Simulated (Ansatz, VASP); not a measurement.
Two plane-wave programs on TaN

INCAR

```
SYSTEM = TaN
  PREC = Accurate
  ENCUT = 520
  EDIFF = 1E-6
  ISMEAR = -1
  SIGMA = 0.05
  LREAL = .FALSE.
  LASPH = .TRUE.
  NELM = 80
  ALGO = Normal
  ISIF = 2
  LWAVE = .FALSE.
  LCHARG = .TRUE.
  GGA = PE
  LELF = .TRUE.
  LVHAR = .TRUE.
  NBANDS = 15
```

File KPOINTS:

```
Automatic mesh
0
G
  11 11 11
  0 0 0
```

File POSCAR:

```
TaN
1.0
    0.0000000000      2.2493383716      2.2493383716
    2.2493383716      0.0000000000      2.2493383716
    2.2493383716      2.2493383716      0.0000000000
Ta N
1 1
Direct
    0.5000000000      0.5000000000      0.5000000000
    0.0000000000      0.0000000000      0.0000000000
```

Input for Ansatz:

```yaml
crystal:
  lattice:
    - [0.0, 2.249338371579424, 2.249338371579424]
    - [2.249338371579424, 0.0, 2.249338371579424]
    - [2.249338371579424, 2.249338371579424, 0.0]
  atoms:
    - { symbol: Ta, position: [0.5, 0.5, 0.5] }
    - { symbol: "N", position: [0.0, 0.0, 0.0] }
basis:
  ecutwfc: 489.804952427784
kpoints:
  mp_grid:
    grid: [11, 11, 11]
hamiltonian:
  pseudopotentials:
    kind: paw
scf:
  occupations:
    method: fermi_dirac
    width: 0.05
output:
  stress: true
```

Alike in both runs: task single point; functional PBE; k mesh 11 × 11 × 11; occupations fermi-dirac, width 0.05 eV; no spin polarisation.

```csv
,VASP,Ansatz
version,VASP 6.6.1,Ansatz 0.2.0
potentials or method,"VASP PAW PBE potentials, release 64 (Ta_pv, N), cutoff 520 eV","plane waves, PAW"
valence electrons in the cell,16,18
```

```tsv
	VASP	Ansatz	Ansatz less VASP
pressure (GPa)	-15.4	-16.0	-0.61
```

VASP's potentials hold 16 valence electrons a cell and Ansatz's 18, so a difference there can come from the potentials and not from the codes.

Neither program's run includes spin-orbit coupling.
